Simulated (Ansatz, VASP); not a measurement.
# One calculation of TiAl3, two programs

File INCAR:

```
SYSTEM = TiAl3
PREC = Accurate
ENCUT = 520
EDIFF = 1E-6
ISMEAR = 0
SIGMA = 0.1
LREAL = .False.
LASPH = .True.
NELM = 60
ALGO = Fast
ISIF = 2
LWAVE = .False.
LCHARG = .False.
GGA = CA
NBANDS = 18
```

The input KPOINTS:

```
Automatic mesh
0
Gamma
  14 10 10
  0 0 0
```

POSCAR

```
TiAl3
1.0
    2.8396770000      0.0000000000      0.0000000000
    0.0000000000      4.6812640000      0.0000000000
    0.0000000000      0.0000000000      4.9007420000
Ti Al
1 3
Direct
    0.0000000000      0.5000000000      0.1659160000
    0.5000000000      0.5000000000      0.6672710000
    0.5000000000      0.0000000000      0.3309120000
    0.0000000000      0.0000000000      0.8359000000
```

Input for Ansatz:

```yaml
crystal:
  lattice:
    - [2.839677, 0.0, 0.0]
    - [0.0, 4.681264, 0.0]
    - [0.0, 0.0, 4.900742]
  atoms:
    - { symbol: Ti, position: [0.0, 0.5, 0.165916] }
    - { symbol: Al, position: [0.5, 0.5, 0.667271] }
    - { symbol: Al, position: [0.5, 0.0, 0.330912] }
    - { symbol: Al, position: [0.0, 0.0, 0.8359] }
basis:
  ecutwfc: 420
kpoints:
  mp_grid: { grid: [14, 10, 10] }
hamiltonian:
  xc: lda
scf:
  occupations: { method: gaussian, width: 0.1 }
output:
  forces: true
  stress: true
  eigenvalues: true
```

Alike in both runs: task single point; functional LDA; k mesh 14 × 10 × 10; occupations gaussian, width 0.1 eV; no spin polarisation.

```csv
,VASP,Ansatz
version,VASP 6.6.1,Ansatz 0.2.0
potentials or method,"VASP PAW LDA potentials, release 64 (Ti_sv, Al), cutoff 520 eV","scalar-relativistic, plane waves, PAW"
valence electrons in the cell,21,21
```

VASP gave:

* gap on the k mesh at the Fermi level (eV): none
* pressure (GPa): -5.0
* traceless stress, the component that is largest in VASP (GPa): -1.38
* rms of the force components (eV/Å): 0.032

Question: Estimate Ansatz's values.

Answer: gap on the k mesh at the Fermi level (eV): none; pressure (GPa): -5.1; traceless stress, the component that is largest in VASP (GPa): -1.38; rms of the force components (eV/Å): 0.033.

LDA's correlation is that of Perdew and Zunger in VASP and of Perdew and Wang (1992) in Ansatz. Atom by atom the forces differ by 0.001 eV/Å (rms over components). A gap of «none» marks a metal or a gap that the smearing closes.
